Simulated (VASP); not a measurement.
Write the native input for VASP 6.6.1 that does the following.

* Task: electric field gradients
* Functional: PBE
* Potentials or basis: VASP PAW PBE potentials, release 64 (Ag, Cl)
* Cutoff: 520 eV
* k mesh: 9 × 9 × 9
* Occupations: fermi-dirac, width 0.01 eV
* Spin: no spin polarisation
* Dipole correction: no
* Further INCAR settings: ALGO = Normal; EDIFF = 1e-08; NBANDS = 16

The structure of AgCl lies in POSCAR:

```
AgCl
1.0
    3.4051147197      0.0000000000      0.0000000000
    0.0000000000      3.4051147197      0.0000000000
    0.0000000000      0.0000000000      3.4051147197
Ag Cl
1 1
Direct
    0.0000000000      0.0000000000      0.0000000000
    0.5000000000      0.5000000000      0.5000000000
```

This cell differs from its parent crystal: volume scaled by 0.975.

One way to write it, as run:

INCAR

```
SYSTEM = AgCl
  PREC = Accurate
  ENCUT = 520
  EDIFF = 1E-8
  ISMEAR = -1
  SIGMA = 0.01
  LREAL = .False.
  LASPH = .True.
  NELM = 60
  ALGO = Normal
  ISIF = 2
  LWAVE = .False.
  LCHARG = .False.
  GGA = PE
  LEFG = .True.
  NBANDS = 16
```

KPOINTS

```
regular mesh
0
Gamma
  9 9 9
  0 0 0
```

Potentials or basis: VASP PAW PBE potentials, release 64 (Ag, Cl).

Launch:

```console
$ cat potpaw_PBE.64/Ag/POTCAR potpaw_PBE.64/Cl/POTCAR > POTCAR
$ mpirun -np 1 vasp_std > vasp.out
```

It gave:

```json
{"Pressure": "1.0 GPa", "Band gap on the k mesh": "0.62 eV, indirect (least direct gap 2.17 eV)"}
```

Caveat: without QUAD_EFG the Cq values of the log hold for a quadrupole moment of 1 mb, not for the nuclei.

Wall time 17 s on 1 thread of Intel(R) Xeon(R) Platinum 8375C CPU @ 2.90GHz (Ice Lake), with other jobs on the host, peak memory 0.16 GiB.
